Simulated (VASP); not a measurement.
# Ti (P6_3/mmc) in VASP: a series of runs

Ti is run at these levels: PBE; tasks: single point.

Program: VASP 6.6.1. These are calculated values, not measurements. Logs are shortened: lines on timing, memory, paths and dates and some standing lists are left out, and cuts for length are marked.

## Step 1: The cell of the first run

The structure is hexagonal, space group P6_3/mmc (No. 194). Conventional cell: a = 2.938 Å, b = 2.938 Å, c = 4.651 Å, α = 90.00°, β = 90.00°, γ = 120.00°. Ti (site symmetry -6m2) has 12 Ti at 2.88 to 2.94 Å within 3.8 Å.

## Step 2: Single point, PBE

Input file INCAR:

```
  PREC = Accurate
  ENCUT = 520
  EDIFF = 1E-6
  ISMEAR = 0
  SIGMA = 0.1
  LREAL = F
  LASPH = T
  NELM = 60
  ALGO = Fast
  ISIF = 2
  LWAVE = F
  LCHARG = T
  GGA = PE
  LELF = T
  LVHAR = T
  NBANDS = 19
```

Input file KPOINTS:

```
Automatic mesh
0
Gamma
  24 24 12
```

Input file POSCAR:

```
Ti
1.0
    2.9384580613      0.0000000000      0.0000000000
   -1.4692290307      2.5447793291      0.0000000000
    0.0000000000      0.0000000000      4.6506340136
Ti
2
Direct
    0.3333333333      0.6666666667      0.2500000000
    0.6666666667      0.3333333333      0.7500000000
```

Potentials or basis: VASP PAW PBE potentials, release 64 (Ti_sv).

Launch:

```bash
> cat potpaw_PBE.64/Ti_sv/POTCAR > POTCAR
> mpirun -np 1 vasp_std > vasp.out
```

OUTCAR:

```text
PREC = Accurate
   ENCUT = 520
   EDIFF = 1E-6
   ISMEAR = 0
   LREAL = F
   LASPH = T
   NELM = 60
   ISIF = 2
   GGA = PE

 ion  position               nearest neighbor table
   1  0.333  0.667  0.250-   2 2.88   2 2.88   2 2.88   2 2.88   2 2.88   2 2.88
   2  0.667  0.333  0.750-   1 2.88   1 2.88   1 2.88   1 2.88   1 2.88   1 2.88

  LATTYP: Found a hexagonal cell.
 ALAT       =     2.9384580613
 C/A-ratio  =     1.5826783696

  Lattice vectors:

 A1 = (   2.9384580613,   0.0000000000,   0.0000000000)
 A2 = (  -1.4692290307,   2.5447793291,   0.0000000000)
 A3 = (   0.0000000000,   0.0000000000,   4.6506340136)

Analysis of symmetry for initial positions (statically):
=====================================================================
 Subroutine PRICEL returns:
 Original cell was already a primitive cell.

 Routine SETGRP: Setting up the symmetry group for a
 hexagonal supercell.

 Subroutine GETGRP returns: Found 24 space group operations
 (whereof 12 operations were pure point group operations)
 out of a pool of 24 trial point group operations.

The static configuration has the point symmetry D_3d.
 The point group associated with its full space group is D_6h.

Analysis of symmetry for dynamics (positions and initial velocities):
=====================================================================
 Subroutine PRICEL returns:
 Original cell was already a primitive cell.

 Routine SETGRP: Setting up the symmetry group for a
 hexagonal supercell.

 Subroutine GETGRP returns: Found 24 space group operations
 (whereof 12 operations were pure point group operations)
 out of a pool of 24 trial point group operations.

The dynamic configuration has the point symmetry D_3d.
 The point group associated with its full space group is D_6h.

 Subroutine INISYM returns: Found 24 space group operations
 (whereof 12 operations are pure point group operations),
 and found     1 'primitive' translations

----------------------------------------------------------------------------------------

                                     Primitive cell

  volume of cell :      34.7762

  direct lattice vectors                    reciprocal lattice vectors
     2.938458061  0.000000000  0.000000000     0.340314539  0.196480691  0.000000000
    -1.469229031  2.544779329  0.000000000     0.000000000  0.392961381  0.000000000
     0.000000000  0.000000000  4.650634014     0.000000000  0.000000000  0.215024446

  length of vectors
     2.938458061  2.938458061  4.650634014     0.392961381  0.392961381  0.215024446

  position of ions in fractional coordinates (direct lattice)
     0.333333333  0.666666667  0.250000000
     0.666666667  0.333333333  0.750000000

  ion indices of the primitive-cell ions
   primitive index   ion index
                 1           1
                 2           2

----------------------------------------------------------------------------------------

 KPOINTS: Automatic mesh

Automatic generation of k-mesh.
 Grid dimensions read from file:
 generate k-points for:   24   24   12

 Generating k-lattice:

  Cartesian coordinates                     Fractional coordinates (reciprocal lattice)
     0.014179772  0.008186695  0.000000000     0.041666667  0.000000000  0.000000000
     0.000000000  0.016373391  0.000000000     0.000000000  0.041666667  0.000000000
     0.000000000  0.000000000  0.017918704     0.000000000  0.000000000  0.083333333

  Length of vectors
     0.016373391  0.016373391  0.017918704

  Shift w.r.t. Gamma in fractional coordinates (k-lattice)
     0.000000000  0.000000000  0.000000000

 Subroutine IBZKPT returns following result:
 ===========================================

 Found    427 irreducible k-points:

 Following reciprocal coordinates:
            Coordinates               Weight
  0.000000  0.000000  0.000000      1.000000
  0.041667  0.000000  0.000000      6.000000
  0.083333  0.000000  0.000000      6.000000
  0.125000  0.000000  0.000000      6.000000
  0.166667  0.000000  0.000000      6.000000
  0.208333  0.000000  0.000000      6.000000
[... 16 lines left out ...]
  0.416667  0.041667  0.000000     12.000000
  0.458333  0.041667  0.000000     12.000000
 [... further k-points ...]
   k-points           NKPTS =    427   k-points in BZ     NKDIM =    427   number of bands    NBANDS=     19
   number of dos      NEDOS =    301   number of ions     NIONS =      2
   total plane-waves  NPLWV =  20736
   dimension x,y,z NGX =    24 NGY =   24 NGZ =   36
   dimension x,y,z NGXF=    48 NGYF=   48 NGZF=   72
   ions per type =               2
   NGX,Y,Z   is equivalent  to a cutoff of  13.58, 13.58, 12.87 a.u.
   NGXF,Y,Z  is equivalent  to a cutoff of  27.16, 27.16, 25.74 a.u.
 SYSTEM =  unknown system
   PREC   = accura    normal or accurate (medium, high low for compatibility)
   ISTART =      0    job   : 0-new  1-cont  2-samecut
   ICHARG =      2    charge: 1-file 2-atom 10-const
   ISPIN  =      1    spin polarized calculation?
   LNONCOLLINEAR =      F non collinear calculations
   LSORBIT =      F    spin-orbit coupling
   LASPH  =      T    aspherical Exc in radial PAW
   ENCUT  =  520.0 eV  38.22 Ry    6.18 a.u.   5.46  5.46  8.65*2*pi/ulx,y,z
   NELM   =     60;   NELMIN=  2; NELMDL= -5     # of ELM steps
   EDIFF  = 0.1E-05   stopping-criterion for ELM
   LREAL  =      F    real-space projection
   EDIFFG = 0.1E-04   stopping-criterion for IOM
   NSW    =      0    number of steps for IOM
   IBRION =     -1    ionic relax: 0-MD 1-quasi-New 2-CG
   NFREE  =      0    steps in history (QN), initial steepest desc. (CG)
   ISIF   =      2    stress and relaxation
   ISYM   =      2    0-nonsym 1-usesym 2-fastsym
   POTIM  = 0.5000    time-step for ionic-motion
   TEBEG  =    0.0;   TEEND  =   0.0 temperature during run
   PSTRESS=    0.0 pullay stress
   NELECT =      24.0000    total number of electrons
   NUPDOWN=      -1.0000    fix difference up-down
   EMIN   =  10.00;   EMAX   =-10.00  energy-range for DOS
   EFERMI =   0.00;   METHOD = LEGACY
   ISMEAR =     0;   SIGMA  =   0.10  broadening in eV -4-tet -1-fermi 0-gaus
   EFERMI_NEDOS =   21; number of points for ismear=-14 and -15
   IALGO  =     68    algorithm
   IMIX   =      4    mixing-type and parameters
     AMIX     =   0.40;   BMIX     =  1.00
     AMIX_MAG =   1.60;   BMIX_MAG =  1.00
  volume/ion in A,a.u.               =      17.39       117.34
  Fermi-wavevector in a.u.,A,eV,Ry     =   1.446721  2.733905 28.476998  2.093000
  Thomas-Fermi vector in A             =   2.564757
   LORBIT       =      0    0 simple, 1 ext, 2 COOP (PROOUT), +10 PAW based schemes
   GGA     = PE    functional components
   LHFCALC =     F    Hartree Fock is set to
   AEXX    =    0.0000 exact exchange contribution
   IVDW    =     0    specifies the selected vdW correction
   LEPSILON=     F    determine dielectric tensor
   LRPA    =     F    only Hartree local field effects (RPA)
 non-spin polarized calculation
 RMM-DIIS sequential band-by-band and
 Gauss-broadening in eV      SIGMA  =   0.10
  energy-cutoff  :      520.00
  volume of cell :       34.78
 maximum number of plane-waves:       966
 NGX is ok and might be reduce to    24
   NGX = 11   NGY = 11   NGZ = 17

 number of electron      24.0000002 magnetization

 Free energy of the ion-electron system (eV)
  ---------------------------------------------------
  ext. energy  EPLUGINS =         0.00000000
  ---------------------------------------------------
  free energy    TOTEN  =       -15.67719782 eV

  energy without entropy =      -15.66767207  energy(sigma->0) =      -15.67243495

 E-fermi :   8.3332     XC(G=0): -11.4925

 val. band max:        8.3301753302   @ k =   0.2500   0.2083   0.4167
 cond. band min:       8.3353493024   @ k =   0.0833   0.0833   0.4167
 fundamental gap:      0.0051739722
 Fermi energy:         8.3332000705

 k-point     1 :       0.0000    0.0000    0.0000
  band No.  band energies     occupation
      1     -48.5404      2.00000
      2     -48.4040      2.00000
      3     -25.1283      2.00000
      4     -24.4861      2.00000
      5     -24.4861      2.00000
      6     -24.4221      2.00000
[... 11 lines left out ...]
     18       9.9404      0.00000
     19      11.4689      0.00000

 k-point     2 :       0.0417    0.0000    0.0000
  band No.  band energies     occupation
      1     -48.5387      2.00000
      2     -48.4033      2.00000
      3     -25.1245      2.00000
      4     -24.4940      2.00000
      5     -24.4888      2.00000
      6     -24.4238      2.00000
[... 11 lines left out ...]
     18       9.9123      0.00000
     19      11.4843      0.00000

 k-point     3 :       0.0833    0.0000    0.0000
  band No.  band energies     occupation
      1     -48.5336      2.00000
      2     -48.4013      2.00000
      3     -25.1131      2.00000
      4     -24.5170      2.00000
      5     -24.4965      2.00000
      6     -24.4286      2.00000
[... 11 lines left out ...]
     18       9.8337      0.00000
     19      11.5258      0.00000

 k-point     4 :       0.1250    0.0000    0.0000
  band No.  band energies     occupation
      1     -48.5255      2.00000
      2     -48.3983      2.00000
      3     -25.0947      2.00000
      4     -24.5537      2.00000
      5     -24.5085      2.00000
      6     -24.4553      2.00000
[... 11 lines left out ...]
     18       9.8640      0.00000
     19      11.5830      0.00000

 k-point     5 :       0.1667    0.0000    0.0000
  band No.  band energies     occupation
      1     -48.5148      2.00000
      2     -48.3945      2.00000
      3     -25.0699      2.00000
      4     -24.6018      2.00000
      5     -24.5238      2.00000
      6     -24.5036      2.00000
[... 11 lines left out ...]
     18      10.0620      0.00000
     19      11.6452      0.00000

 k-point     6 :       0.2083    0.0000    0.0000
  band No.  band energies     occupation
      1     -48.5020      2.00000
      2     -48.3903      2.00000
      3     -25.0395      2.00000
      4     -24.6582      2.00000
      5     -24.5589      2.00000
      6     -24.5413      2.00000
[... 11 lines left out ...]
     18      10.3019      0.00000
     19      11.7047      0.00000

 k-point     7 :       0.2500    0.0000    0.0000
  band No.  band energies     occupation
      1     -48.4878      2.00000
      2     -48.3862      2.00000
      3     -25.0048      2.00000
      4     -24.7190      2.00000
      5     -24.6171      2.00000
      6     -24.5596      2.00000
[... 11 lines left out ...]
     18      10.5723      0.00000
     19      11.7571      0.00000

 k-point     8 :       0.2917    0.0000    0.0000
  band No.  band energies     occupation
      1     -48.4730      2.00000
      2     -48.3827      2.00000
      3     -24.9671      2.00000
      4     -24.7800      2.00000
      5     -24.6742      2.00000
      6     -24.5776      2.00000
[... 256 lines left out ...]
 k-point    20 :       0.2917    0.0417    0.0000
  band No.  band energies     occupation
      1     -48.4649      2.00000
      2     -48.3811      2.00000
      3     -24.9455      2.00000
      4     -24.8083      2.00000
      5     -24.7047      2.00000
      6     -24.5870      2.00000
[... 11 lines left out ...]
     18      11.0999      0.00000
     19      11.8075      0.00000

 k-point    21 :       0.3333    0.0417    0.0000
  band No.  band energies     occupation
      1     -48.4509      2.00000
      2     -48.3792      2.00000
      3     -24.9070      2.00000
      4     -24.8613      2.00000
      5     -24.7510      2.00000
      6     -24.6039      2.00000
[... 11 lines left out ...]
     18      11.4257      0.00000
     19      11.8356      0.00000

 k-point    22 :       0.3750    0.0417    0.0000
  band No.  band energies     occupation
      1     -48.4386      2.00000
      2     -48.3785      2.00000
      3     -24.9046      2.00000
      4     -24.8709      2.00000
      5     -24.7885      2.00000
      6     -24.6173      2.00000
[... 11 lines left out ...]
     18      11.7783      0.00000
     19      11.8555      0.00000

 k-point    23 :       0.4167    0.0417    0.0000
  band No.  band energies     occupation
      1     -48.4291      2.00000
      2     -48.3788      2.00000
      3     -24.9352      2.00000
      4     -24.8412      2.00000
      5     -24.8150      2.00000
      6     -24.6267      2.00000
[... 11 lines left out ...]
     18      11.8682      0.00000
     19      12.1900      0.00000

 k-point    24 :       0.4583    0.0417    0.0000
  band No.  band energies     occupation
      1     -48.4237      2.00000
      2     -48.3793      2.00000
      3     -24.9510      2.00000
      4     -24.8286      2.00000
      5     -24.8236      2.00000
      6     -24.6315      2.00000
[... 11 lines left out ...]
     18      11.8743      0.00000
     19      12.6106      0.00000

 [... further k-points ...]
[... 5 lines left out ...]
  --------------------------------------------------------------------------------------
  -------------------------------------------------------------------------------------
  Total       -0.1344948     -0.1344948     -0.1465435      0.0000000     -0.0000000      0.0000000
  in kB       -6.1963251     -6.1963251     -6.7514242      0.0000000     -0.0000000      0.0000000
  external PRESSURE =      -6.3813581 kB  Pullay stress =       0.0000000 kB

 VOLUME and BASIS-vectors are now :
 -----------------------------------------------------------------------------
  energy-cutoff  :      520.00
  volume of cell :       34.78
      direct lattice vectors                 reciprocal lattice vectors
     2.938458061  0.000000000  0.000000000     0.340314539  0.196480691  0.000000000
    -1.469229031  2.544779329  0.000000000     0.000000000  0.392961381  0.000000000
     0.000000000  0.000000000  4.650634014     0.000000000  0.000000000  0.215024446

 POSITION                                       TOTAL-FORCE (eV/Angst)
 -----------------------------------------------------------------------------------
     -0.00000      1.69652      1.16266        -0.000000      0.000000      0.000000
      1.46923      0.84826      3.48798         0.000000      0.000000      0.000000
 -----------------------------------------------------------------------------------
    total drift:                               -0.000000      0.000000     -0.000000

  FREE ENERGIE OF THE ION-ELECTRON SYSTEM (eV)
  ---------------------------------------------------
  free  energy   TOTEN  =       -15.6771978210 eV

  energy  without entropy=      -15.6676720742  energy(sigma->0) =      -15.67243495
```

It took 4.4 min on 1 thread of Intel Xeon 6975P-C (Granite Rapids), shared host; peak memory 0.33 GiB.

Results:

```yaml
Free_energy: -15.6772 eV
Pressure: -0.6 GPa
Band_gap_on_the_k_mesh: zero (bands 12 and 13 overlap by 1.13 eV)
```

## Step 3: Single point, PBE (biaxial strain in the a-b plane: +1.0 %, then relaxed in part)

Input file INCAR:

```
SYSTEM = Ti
ALGO = Fast
EDIFF = 1E-6
ENCUT = 520
GGA = PE
ISIF = 2
ISMEAR = 0
LASPH = .TRUE.
LCHARG = .FALSE.
LREAL = .FALSE.
LWAVE = .FALSE.
NBANDS = 19
NELM = 100
PREC = Accurate
SIGMA = 0.1
```

Input file KPOINTS:

```
k-points
0
G
  24 24 12
  0 0 0
```

Input file POSCAR:

```
Ti
1.0
    2.9678426420      0.0000000000      0.0000000000
   -1.4839213210      2.5702271224      0.0000000000
    0.0000000000      0.0000000000      4.6143684864
Ti
2
Direct
    0.3333333333      0.6666666667      0.2500000000
    0.6666666667      0.3333333333      0.7500000000
```

Potentials or basis: VASP PAW PBE potentials, release 64 (Ti_sv).

Launch:

```bash
> cat potpaw_PBE.64/Ti_sv/POTCAR > POTCAR
> mpirun -np 1 vasp_std > vasp.out
```

Wall time 4.6 min (1 thread of Intel Xeon 6975P-C (Granite Rapids), shared host); peak memory 0.34 GiB.

The run converged. Its results:

```
Free energy            : -15.6726 eV
Pressure               : -1.9 GPa
Band gap on the k mesh : zero (bands 12 and 13 overlap by 1.12 eV)
```

Stress tensor (GPa, compression positive):
```
-2.50  0.00  0.00
 0.00 -2.50  0.00
 0.00  0.00 -0.61
```

Levels at points of the mesh, in eV from the Fermi level:
| k point | band 8 | band 9 | band 10 | band 11 | band 12 | band 13 | band 14 | band 15 | band 16 | band 17 |
| --- | --- | --- | --- | --- | --- | --- | --- | --- | --- | --- |
| (0.00, 0.00, 0.00) | -32.77 | -6.19 | -2.66 | 0.73 | 0.73 | 0.89 | 0.97 | 1.25 | 1.25 | 1.49 |
| (0.50, 0.00, 0.00) | -32.83 | -2.36 | -2.14 | -1.80 | -0.72 | 0.38 | 0.67 | 1.22 | 3.20 | 3.45 |
| (0.00, 0.00, 0.50) | -32.82 | -4.31 | -4.31 | 0.14 | 0.14 | 0.61 | 0.61 | 0.61 | 0.61 | 2.74 |
| (0.50, 0.00, 0.50) | -32.92 | -2.52 | -2.52 | -0.78 | -0.78 | 1.26 | 1.26 | 1.64 | 1.64 | 3.35 |

Caveat: the cell differs from its parent crystal (biaxial strain in the a-b plane: +1.0 %, then relaxed in part).

## Step 4: Single point, PBE (biaxial strain in the a-b plane: +1.0 %)

Input file INCAR:

```
PREC = Accurate
ENCUT = 520
EDIFF = 1E-6
ISMEAR = 0
SIGMA = 0.1
LREAL = F
LASPH = T
NELM = 100
ALGO = Fast
ISIF = 2
LWAVE = F
LCHARG = T
GGA = PE
LELF = T
LVHAR = T
NBANDS = 19
```

Input file KPOINTS:

```
Automatic mesh
0
Gamma
  24 24 12
```

Changes to POSCAR since step 3:

```diff
@@ -4,3 +4,3 @@
    -1.4839213210      2.5702271224      0.0000000000
-    0.0000000000      0.0000000000      4.6143684864
+    0.0000000000      0.0000000000      4.6227302095
 Ti
```

Launch:

```bash
> cat potpaw_PBE.64/Ti_sv/POTCAR > POTCAR
> mpirun -np 1 vasp_std > vasp.out
```

Wall time 5 min (1 thread of Intel Xeon 6975P-C (Granite Rapids), shared host); peak memory 0.34 GiB.

The run converged. Its results:

```yaml
Free_energy: -15.6724 eV
Pressure: -2.1 GPa
Band_gap_on_the_k_mesh: zero (bands 12 and 13 overlap by 1.12 eV)
```

Stress tensor (GPa, compression positive):
```
-2.64  0.00  0.00
 0.00 -2.64  0.00
 0.00  0.00 -0.96
```

Levels at points of the mesh, in eV from the Fermi level:
```
           k point  band 10  band 11  band 12  band 13  band 14  band 15
(0.00, 0.00, 0.00)    -2.66     0.73     0.73     0.87     0.96     1.25
(0.50, 0.00, 0.00)    -2.14    -1.80    -0.72     0.38     0.66     1.21
(0.00, 0.00, 0.50)    -4.31     0.13     0.13     0.61     0.61     0.61
(0.50, 0.00, 0.50)    -2.51    -0.78    -0.78     1.26     1.26     1.64
```

Caveat: the cell differs from its parent crystal (biaxial strain in the a-b plane: +1.0 %).

## Step 5: Single point, PBE (biaxial strain in the a-b plane: +2.0 %, then relaxed in part)

Input file INCAR:

```
PREC = Accurate ; ENCUT = 520
EDIFF = 1E-7 ; ISMEAR = 0
SIGMA = 0.1 ; LREAL = False
LASPH = True ; NELM = 60
ALGO = Fast ; ISIF = 2
LWAVE = False ; LCHARG = True
GGA = PE ; LELF = True
LVHAR = True ; NBANDS = 19
```

KPOINTS is that of step 4.

Input file POSCAR:

```
Ti
1.0
    2.9972272226      0.0000000000      0.0000000000
   -1.4986136113      2.5956749157      0.0000000000
    0.0000000000      0.0000000000      4.5784787133
Ti
2
Direct
    0.3333333333      0.6666666667      0.2500000000
    0.6666666667      0.3333333333      0.7500000000
```

Launch:

```bash
> cat potpaw_PBE.64/Ti_sv/POTCAR > POTCAR
> mpirun -np 1 vasp_std > vasp.out
```

Run time: 6.8 min. Hardware: 1 thread of Intel Xeon 6975P-C (Granite Rapids), shared host; peak memory 0.35 GiB.

It converged, with:

| Quantity | Value |
| --- | --- |
| Free energy | -15.6599 eV |
| Pressure | -2.8 GPa |
| Band gap on the k mesh | zero (bands 12 and 13 overlap by 1.08 eV) |

Stress tensor (GPa, compression positive):
```
-4.02  0.00  0.00
 0.00 -4.02  0.00
 0.00  0.00 -0.35
```

Levels at points of the mesh, in eV from the Fermi level:
```
           k point  band 8  band 9  band 10  band 11  band 12  band 13  band 14  band 15  band 16  band 17
(0.00, 0.00, 0.00)  -32.81   -6.17    -2.62     0.70     0.70     1.02     1.06     1.24     1.24     1.39
(0.50, 0.00, 0.00)  -32.86   -2.37    -2.12    -1.75    -0.80     0.29     0.72     1.26     3.09     3.36
(0.00, 0.00, 0.50)  -32.87   -4.25    -4.25     0.20     0.20     0.55     0.55     0.55     0.55     2.71
(0.50, 0.00, 0.50)  -32.96   -2.49    -2.49    -0.74    -0.74     1.22     1.22     1.56     1.56     3.25
```

Caveat: the cell differs from its parent crystal (biaxial strain in the a-b plane: +2.0 %, then relaxed in part).

[end of part 1 of 2]
